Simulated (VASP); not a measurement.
# F: relaxation of the atoms with PBEsol

F, a slab with vacuum:

```xyz
2
Lattice="11.0000 0.0000 0.0000 0.0000 11.5000 0.0000 0.0000 0.0000 12.0000" Properties=species:S:1:pos:R:3 pbc="T T T"
F     5.5000    5.7500    5.2950
F     5.5000    5.7500    6.7050
```

| Property | Result |
| --- | --- |
| Program | VASP 6.6.1 |
| Task | relaxation of the atoms |
| Functional | PBEsol |
| Potentials or basis | VASP PAW PBE potentials, release 64 (F) |
| Cutoff | 520 eV |
| k mesh | 1 × 1 × 1 |
| Occupations | fermi-dirac, width 0.05 eV |
| Spin | no spin polarisation |
| Dipole correction | no |
| Further INCAR settings | ALGO = Normal; EDIFF = 1e-06; IBRION = 2; EDIFFG = -0.01; NSW = 100 |

```yaml
Energy_gained_by_relaxing: 0.0 meV/atom
Ionic_steps: 3
Band_gap_on_the_k_mesh: 3.51 eV
```

Final structure:
```xyz
2
Lattice="11.0000 0.0000 0.0000 0.0000 11.5000 0.0000 0.0000 0.0000 12.0000" Properties=species:S:1:pos:R:3 pbc="T T T"
F     5.5000    5.7500    5.2953
F     5.5000    5.7500    6.7047
```

Levels at points of the mesh, in eV from the valence-band top:
```csv
k point,band 4,band 5,band 6,band 7,band 8,band 9,band 10,band 11
"(0.00, 0.00, 0.00)",-3.45,-3.45,0.00,0.00,3.51,9.08,10.08,10.16
```

Run time: 2 min on 1 thread of Intel(R) Xeon(R) Platinum 8375C CPU @ 2.90GHz (Ice Lake), on a shared host, peak memory 1.2 GiB.
